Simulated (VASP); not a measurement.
# Sr33O31 (a cell with a defect) in VASP: single point with PBEsol

Aim: the single point of Sr33O31 (a cell with a defect) with PBEsol.

All numbers are computed with VASP 6.6.1; they aren't measurements. Logs are shortened: lines on timing, memory, paths and dates and some standing lists are left out, and cuts for length are marked.

## (1) The cell of the first run

The cell holds a defect, 64 atoms: a = 10.245 Å, b = 10.245 Å, c = 10.245 Å, α = 90.00°, β = 90.00°, γ = 90.00°.

## (2) Single point, PBEsol

Contents of INCAR:

```
PREC = Accurate
ENCUT = 520
EDIFF = 1E-6
ISMEAR = -1
SIGMA = 0.05
LREAL = Auto
LASPH = True
NELM = 80
ALGO = Normal
ISIF = 2
LWAVE = False
LCHARG = True
GGA = PS
LELF = True
LVHAR = True
NBANDS = 296
ISYM = 0
```

Contents of KPOINTS:

```
Automatic mesh
0
Gamma
  1 1 1
  0.25 0.25 0.25
```

Contents of POSCAR:

```
Sr33O31
1.0
   10.2454930000      0.0000000000      0.0000000000
    0.0000000000     10.2454930000      0.0000000000
    0.0000000000      0.0000000000     10.2454930000
O Sr
31 33
Direct
    0.2500100000      0.9997930000      0.0002580000
    0.2499980000      0.9997990000      0.5002270000
    0.2499430000      0.4998370000      0.0002800000
    0.7500150000      0.9998160000      0.0001770000
    0.7499990000      0.9998060000      0.5002230000
    0.7499750000      0.4998200000      0.0001130000
    0.7499690000      0.4998450000      0.5000240000
    0.9995730000      0.2522360000      0.0005370000
    0.9943840000      0.2450290000      0.5005350000
    0.9994370000      0.7475140000      0.0001720000
    0.9944140000      0.7545520000      0.5000650000
    0.5005020000      0.2521650000      0.0004530000
    0.5054900000      0.2450230000      0.5005220000
    0.5003580000      0.7474200000      0.0000920000
    0.5055300000      0.7545310000      0.5000350000
    0.9993850000      0.0001380000      0.2496360000
    0.9993280000      0.9997710000      0.7509280000
    0.0047380000      0.5001870000      0.2550210000
    0.0043790000      0.4997840000      0.7459220000
    0.5006360000      0.9997970000      0.2496280000
    0.5006030000      0.9994190000      0.7509390000
    0.4957040000      0.4997960000      0.2546030000
    0.4951730000      0.4993750000      0.7455140000
    0.2502060000      0.2450170000      0.2447210000
    0.2502040000      0.2450250000      0.7557760000
    0.2497250000      0.7544640000      0.2447650000
    0.2497290000      0.7545070000      0.7557940000
    0.7501560000      0.2521820000      0.2497860000
    0.7500960000      0.2521100000      0.7507170000
    0.7498340000      0.7475600000      0.2496350000
    0.7497740000      0.7473070000      0.7506210000
    0.2499640000      0.4997940000      0.5003480000
    0.9997620000      0.9998340000      0.0001940000
    0.9983650000      0.9999280000      0.5003250000
    0.9957170000      0.4999100000      0.0002910000
    0.9765940000      0.4997750000      0.5003430000
    0.5001410000      0.9997480000      0.0002480000
    0.5015550000      0.9997060000      0.5002120000
    0.5042340000      0.4997110000      0.0003270000
    0.5233290000      0.4997860000      0.5000870000
    0.2500180000      0.2439710000      0.0003040000
    0.2500810000      0.2341160000      0.5003580000
    0.2499050000      0.7556350000      0.0001970000
    0.2498630000      0.7654790000      0.5001590000
    0.7500140000      0.2468420000      0.0003150000
    0.7500160000      0.2440460000      0.5002970000
    0.7499460000      0.7527840000      0.0002660000
    0.7499310000      0.7555700000      0.5001780000
    0.2499800000      0.9999230000      0.2486670000
    0.2499360000      0.9997070000      0.7518210000
    0.2500580000      0.4998070000      0.2268370000
    0.2498900000      0.4998030000      0.7737410000
    0.7499740000      0.9998440000      0.2501080000
    0.7499710000      0.9997960000      0.7504020000
    0.7499750000      0.4998920000      0.2460810000
    0.7499320000      0.4997550000      0.7545230000
    0.0029030000      0.2496910000      0.2531450000
    0.0029340000      0.2496110000      0.7475540000
    0.0027770000      0.7502870000      0.2530620000
    0.0026710000      0.7500470000      0.7473030000
    0.4972640000      0.2495070000      0.2531870000
    0.4971800000      0.2493970000      0.7474540000
    0.4970100000      0.7500860000      0.2529560000
    0.4970680000      0.7498940000      0.7473430000
```

Potentials or basis: VASP PAW PBE potentials, release 64 (O, Sr_sv).

The run is started by

```sh
cat potpaw_PBE.64/O/POTCAR potpaw_PBE.64/Sr_sv/POTCAR > POTCAR
mpirun -np 1 vasp_std > vasp.out
```

OUTCAR:

```text
PREC = Accurate
   ENCUT = 520
   EDIFF = 1E-6
   ISMEAR = -1
   LREAL = Auto
   LASPH = True
   NELM = 80
   ISIF = 2
   GGA = PS
   ISYM = 0

 ion  position               nearest neighbor table
   1  0.250  1.000  0.000-  43 2.50  41 2.50  49 2.55  50 2.55  37 2.56  33 2.56
   2  0.250  1.000  0.500-  42 2.40  44 2.40  38 2.58  49 2.58  50 2.58  34 2.58
   3  0.250  0.500  0.000-  52 2.32  51 2.32  35 2.60  39 2.61  43 2.62  41 2.62
   4  0.750  1.000  0.000-  45 2.53  47 2.53  33 2.56  54 2.56  37 2.56  53 2.56
   5  0.750  1.000  0.500-  48 2.50  46 2.50  34 2.54  38 2.55  53 2.56  54 2.56
   6  0.750  0.500  0.000-  56 2.52  39 2.52  35 2.52  55 2.52  47 2.59  45 2.59
[... 23 lines left out ...]
  30  0.750  0.748  0.250-  55 2.54  47 2.56  48 2.57  53 2.58  63 2.59  59 2.59
  31  0.750  0.747  0.751-  56 2.54  47 2.56  48 2.57  54 2.59  64 2.59  60 2.59
  32  0.250  0.500  0.500-  42 2.72  44 2.72  40 2.80  36 2.80  52 2.80  51 2.80  64 4.40  57 4.40
                            58 4.40  60 4.40  62 4.41  63 4.41  61 4.41  59 4.41
  33  1.000  1.000  0.000-  17 2.55  16 2.56   4 2.56   1 2.56  10 2.59   8 2.59  43 3.58  41 3.58
                            45 3.60  47 3.60  50 3.61  49 3.61  54 3.62  53 3.62  59 3.64  58 3.64
  34  0.998  1.000  0.500-   9 2.51  11 2.51   5 2.54  17 2.57  16 2.57   2 2.58  42 3.52  44 3.52
                            46 3.57  48 3.57  60 3.60  59 3.60  58 3.60  57 3.60  54 3.61  53 3.61
  35  0.996  0.500  0.000-   6 2.52  10 2.54   8 2.54   3 2.60  19 2.61  18 2.61  52 3.49  51 3.49
                            55 3.56  56 3.56  47 3.61  45 3.61  58 3.65  57 3.65  60 3.65  59 3.65
  36  0.977  0.500  0.500-   7 2.32  18 2.53  19 2.53   9 2.62  11 2.62  32 2.80  56 3.49  55 3.49
                            46 3.50  48 3.50  60 3.61  57 3.61  58 3.61  59 3.62  44 3.91  42 3.91
  37  0.500  1.000  0.000-  21 2.55  20 2.56   4 2.56   1 2.56  14 2.59  12 2.59  41 3.58  43 3.58
                            47 3.60  45 3.60  49 3.61  50 3.61  54 3.62  53 3.62  63 3.64  62 3.64
  38  0.502  1.000  0.500-  15 2.51  13 2.51   5 2.55  20 2.57  21 2.57   2 2.58  42 3.52  44 3.52
                            48 3.57  46 3.57  61 3.60  63 3.60  62 3.60  64 3.60  53 3.61  54 3.61
  39  0.504  0.500  0.000-   6 2.52  12 2.54  14 2.54   3 2.61  22 2.61  23 2.61  51 3.49  52 3.49
                            55 3.56  56 3.56  45 3.61  47 3.61  63 3.64  61 3.65  64 3.65  62 3.65
  40  0.523  0.500  0.500-   7 2.32  22 2.53  23 2.53  15 2.62  13 2.62  32 2.80  55 3.49  56 3.49
                            48 3.50  46 3.50  61 3.61  64 3.61  63 3.61  62 3.62  42 3.90  44 3.91
  41  0.250  0.244  0.000-   1 2.50  24 2.50  25 2.51   8 2.57  12 2.57   3 2.62  51 3.50  52 3.50
[... 33 lines left out ...]
  58  0.003  0.250  0.748-   9 2.53  25 2.54  17 2.56  19 2.56  29 2.59   8 2.59  42 3.58  50 3.60
                            34 3.60  52 3.61  36 3.61  41 3.62  46 3.62  33 3.64  54 3.64  35 3.65
  59  0.003  0.750  0.253-  26 2.53  11 2.53  16 2.56  18 2.56  10 2.59  30 2.59  44 3.58  49 3.60
                            34 3.60  51 3.62  36 3.62  48 3.62  43 3.62  53 3.64  33 3.64  35 3.65
  60  0.003  0.750  0.747-  27 2.53  11 2.53  17 2.56  19 2.56  10 2.59  31 2.59  44 3.58  34 3.60
                            50 3.60  36 3.61  52 3.61  48 3.62  43 3.62  54 3.64  33 3.64  56 3.65
  61  0.497  0.250  0.253-  24 2.53  13 2.54  20 2.56  22 2.56  12 2.59  28 2.59  42 3.58  38 3.60
                            49 3.60  40 3.61  51 3.61  46 3.62  41 3.62  53 3.64  37 3.64  39 3.65
  62  0.497  0.249  0.747-  13 2.53  25 2.53  23 2.56  21 2.56  29 2.59  12 2.59  42 3.58  38 3.60
                            50 3.60  52 3.62  40 3.62  46 3.62  41 3.62  54 3.64  37 3.64  56 3.65
  63  0.497  0.750  0.253-  15 2.53  26 2.54  20 2.56  22 2.56  30 2.59  14 2.59  44 3.58  49 3.60
                            38 3.60  51 3.61  40 3.61  43 3.62  48 3.62  37 3.64  53 3.64  39 3.64
  64  0.497  0.750  0.747-  15 2.54  27 2.54  21 2.56  23 2.57  31 2.59  14 2.59  44 3.59  38 3.60
                            50 3.60  52 3.61  40 3.61  43 3.62  48 3.62  37 3.64  54 3.64  56 3.64

IMPORTANT INFORMATION: All symmetrisations will be switched off!
NOSYMM: (Re-)initialisation of all symmetry stuff for point group C_1.

----------------------------------------------------------------------------------------

                                     Primitive cell

  volume of cell :    1075.4707

  direct lattice vectors                    reciprocal lattice vectors
    10.245493000  0.000000000  0.000000000     0.097603893  0.000000000  0.000000000
     0.000000000 10.245493000  0.000000000     0.000000000  0.097603893  0.000000000
     0.000000000  0.000000000 10.245493000     0.000000000  0.000000000  0.097603893

  length of vectors
    10.245493000 10.245493000 10.245493000     0.097603893  0.097603893  0.097603893

  position of ions in fractional coordinates (direct lattice)
     0.250010000  0.999793000  0.000258000
     0.249998000  0.999799000  0.500227000
     0.249943000  0.499837000  0.000280000
[... 160 lines left out ...]
  0.250000 -0.250000  0.250000      2.000000
   k-points           NKPTS =      4   k-points in BZ     NKDIM =      4   number of bands    NBANDS=    296
   number of dos      NEDOS =    301   number of ions     NIONS =     64
   total plane-waves  NPLWV = 512000
   dimension x,y,z NGX =    80 NGY =   80 NGZ =   80
   dimension x,y,z NGXF=   160 NGYF=  160 NGZF=  160
   ions per type =              31  33
   NGX,Y,Z   is equivalent  to a cutoff of  12.98, 12.98, 12.98 a.u.
   NGXF,Y,Z  is equivalent  to a cutoff of  25.96, 25.96, 25.96 a.u.
 SYSTEM =  unknown system
   PREC   = accura    normal or accurate (medium, high low for compatibility)
   ISTART =      0    job   : 0-new  1-cont  2-samecut
   ICHARG =      2    charge: 1-file 2-atom 10-const
   ISPIN  =      1    spin polarized calculation?
   LNONCOLLINEAR =      F non collinear calculations
   LSORBIT =      F    spin-orbit coupling
   LASPH  =      T    aspherical Exc in radial PAW
   ENCUT  =  520.0 eV  38.22 Ry    6.18 a.u.  19.05 19.05 19.05*2*pi/ulx,y,z
   NELM   =     80;   NELMIN=  2; NELMDL= -5     # of ELM steps
   EDIFF  = 0.1E-05   stopping-criterion for ELM
   LREAL  =      T    real-space projection
   EDIFFG = 0.1E-04   stopping-criterion for IOM
   NSW    =      0    number of steps for IOM
   IBRION =     -1    ionic relax: 0-MD 1-quasi-New 2-CG
   NFREE  =      0    steps in history (QN), initial steepest desc. (CG)
   ISIF   =      2    stress and relaxation
   ISYM   =      0    0-nonsym 1-usesym 2-fastsym
   POTIM  = 0.5000    time-step for ionic-motion
   TEBEG  =    0.0;   TEEND  =   0.0 temperature during run
   PSTRESS=    0.0 pullay stress
   NELECT =     516.0000    total number of electrons
   NUPDOWN=      -1.0000    fix difference up-down
   EMIN   =  10.00;   EMAX   =-10.00  energy-range for DOS
   EFERMI =   0.00;   METHOD = LEGACY
   ISMEAR =    -1;   SIGMA  =   0.05  broadening in eV -4-tet -1-fermi 0-gaus
   EFERMI_NEDOS =   21; number of points for ismear=-14 and -15
   IALGO  =     38    algorithm
   IMIX   =      4    mixing-type and parameters
     AMIX     =   0.40;   BMIX     =  1.00
     AMIX_MAG =   1.60;   BMIX_MAG =  1.00
  volume/ion in A,a.u.               =      16.80       113.40
  Fermi-wavevector in a.u.,A,eV,Ry     =   1.281618  2.421907 22.348171  1.642544
  Thomas-Fermi vector in A             =   2.413977
   LORBIT       =      0    0 simple, 1 ext, 2 COOP (PROOUT), +10 PAW based schemes
   GGA     = PS    functional components
   LHFCALC =     F    Hartree Fock is set to
   AEXX    =    0.0000 exact exchange contribution
   IVDW    =     0    specifies the selected vdW correction
   LEPSILON=     F    determine dielectric tensor
   LRPA    =     F    only Hartree local field effects (RPA)
 non-spin polarized calculation
  energy-cutoff  :      520.00
  volume of cell :     1075.47
 maximum number of plane-waves:     28978
 NGX is ok and might be reduce to    80
   NGX = 39   NGY = 39   NGZ = 39

 number of electron     516.0000140 magnetization

 Free energy of the ion-electron system (eV)
  ---------------------------------------------------
  ext. energy  EPLUGINS =         0.00000000
  ---------------------------------------------------
  free energy    TOTEN  =      -386.64002363 eV

  energy without entropy =     -386.52599630  energy(sigma->0) =     -386.58300996

 E-fermi :   4.4713     XC(G=0): -10.4145

 val. band max:        4.3646542963   @ k =  -0.2500  -0.2500   0.2500
 cond. band min:       4.5414102821   @ k =   0.2500  -0.2500   0.2500
 fundamental gap:      0.1767559858
 Fermi energy:         4.4712647508

 k-point     1 :       0.2500    0.2500    0.2500
  band No.  band energies     occupation
      1     -32.2838      2.00000
      2     -30.7244      2.00000
      3     -30.7241      2.00000
      4     -30.7017      2.00000
      5     -30.6816      2.00000
      6     -30.6165      2.00000
[... 1081 lines left out ...]
    269       6.4402      0.00000
    270       6.5400      0.00000
 [bands above 270 left out]

------------------------ aborting loop because EDIFF is reached ----------------------------------------

  FORCE on cell =-STRESS in cart. coord.  units (eV):
  Direction    XX          YY          ZZ          XY          YZ          ZX
  --------------------------------------------------------------------------------------
  -------------------------------------------------------------------------------------
  Total       11.5532523     13.5457772     11.5483703     -0.0129647     -0.0021594     -0.0352562
  in kB       17.2114024     20.1797568     17.2041294     -0.0193140     -0.0032170     -0.0525227
  external PRESSURE =      18.1984295 kB  Pullay stress =       0.0000000 kB

 VOLUME and BASIS-vectors are now :
 -----------------------------------------------------------------------------
  energy-cutoff  :      520.00
  volume of cell :     1075.47
      direct lattice vectors                 reciprocal lattice vectors
    10.245493000  0.000000000  0.000000000     0.097603893  0.000000000  0.000000000
     0.000000000 10.245493000  0.000000000     0.000000000  0.097603893  0.000000000
     0.000000000  0.000000000 10.245493000     0.000000000  0.000000000  0.097603893

 POSITION                                       TOTAL-FORCE (eV/Angst)
 -----------------------------------------------------------------------------------
      2.56148     10.24337      0.00264        -0.001814      0.001573     -0.001153
      2.56135     10.24343      5.12507        -0.000998      0.000114      0.001073
      2.56079      5.12108      0.00287         0.001282     -0.000933      0.001155
      7.68427     10.24361      0.00181        -0.001911      0.000333      0.002527
      7.68411     10.24351      5.12503        -0.001463      0.000778      0.000481
      7.68386      5.12090      0.00116        -0.000630     -0.000378      0.007378
[... 56 lines left out ...]
      5.09211      7.68500      2.59166         0.038734     -0.040564     -0.030458
      5.09271      7.68303      7.65690         0.032614     -0.039763      0.032488
 -----------------------------------------------------------------------------------
    total drift:                               -0.000874     -0.006113      0.003753

  FREE ENERGIE OF THE ION-ELECTRON SYSTEM (eV)
  ---------------------------------------------------
  free  energy   TOTEN  =      -386.6400236283 eV

  energy  without entropy=     -386.5259962983  energy(sigma->0) =     -386.58300996
```

Run time: 54 min. Hardware: 1 thread of AMD EPYC 9R14 (Zen 4), shared host; peak memory 1.4 GiB.

Results:

```
Free energy            : -386.6400 eV
Pressure               : 1.8 GPa
Largest force          : 0.177 eV/Å
Band gap on the k mesh : 0.18 eV
```

Forces on the atoms (eV/Å):
```
O   -0.002  0.002 -0.001
O   -0.001  0.000  0.001
O    0.001 -0.001  0.001
O   -0.002  0.000  0.003
O   -0.001  0.001  0.000
O   -0.001  0.000  0.007
O   -0.001 -0.001  0.007
O    0.017 -0.033 -0.010
O    0.079  0.039 -0.008
O    0.017  0.034  0.001
O    0.072 -0.032  0.007
O   -0.017 -0.037 -0.006
O   -0.071  0.034 -0.012
O   -0.017  0.031  0.004
O   -0.076 -0.035  0.004
O    0.015 -0.008  0.016
O    0.016  0.003 -0.016
O   -0.104 -0.012 -0.105
O   -0.097 -0.001  0.095
O   -0.016  0.000  0.014
O   -0.018  0.012 -0.019
O    0.092 -0.001 -0.097
O    0.107  0.013  0.103
O   -0.006  0.039  0.077
O   -0.009  0.035 -0.072
O    0.010 -0.029  0.071
O    0.006 -0.036 -0.075
O   -0.005 -0.030  0.019
O   -0.001 -0.033 -0.015
O    0.003  0.031  0.020
O    0.006  0.035 -0.017
Sr  -0.001 -0.001 -0.003
Sr  -0.017  0.000  0.006
Sr  -0.030 -0.004 -0.004
Sr   0.012  0.000  0.004
Sr   0.092  0.001 -0.001
Sr   0.020  0.000 -0.001
Sr   0.032  0.001  0.004
Sr  -0.013  0.002 -0.006
Sr  -0.091  0.002  0.006
Sr   0.002  0.038  0.000
Sr  -0.005 -0.176 -0.004
Sr  -0.001 -0.038  0.002
Sr   0.005  0.177  0.005
Sr   0.001  0.038  0.000
Sr  -0.001  0.034  0.002
Sr  -0.003 -0.038 -0.005
Sr   0.000 -0.035 -0.001
Sr  -0.002 -0.006 -0.031
Sr   0.004  0.001  0.031
Sr  -0.001 -0.001  0.101
Sr   0.002  0.001 -0.097
Sr   0.003  0.000 -0.019
Sr  -0.003 -0.003  0.019
Sr   0.005  0.000  0.006
Sr  -0.003 -0.002 -0.017
Sr  -0.034  0.038 -0.031
Sr  -0.040  0.036  0.032
Sr  -0.036 -0.045 -0.035
Sr  -0.032 -0.040  0.038
Sr   0.032  0.041 -0.037
Sr   0.035  0.041  0.036
Sr   0.039 -0.041 -0.030
Sr   0.033 -0.040  0.032
```

Caveat: the k points lie up to 0.61 Å⁻¹ apart; the PAW data sets were made with another functional, which shifts forces and pressure a little.
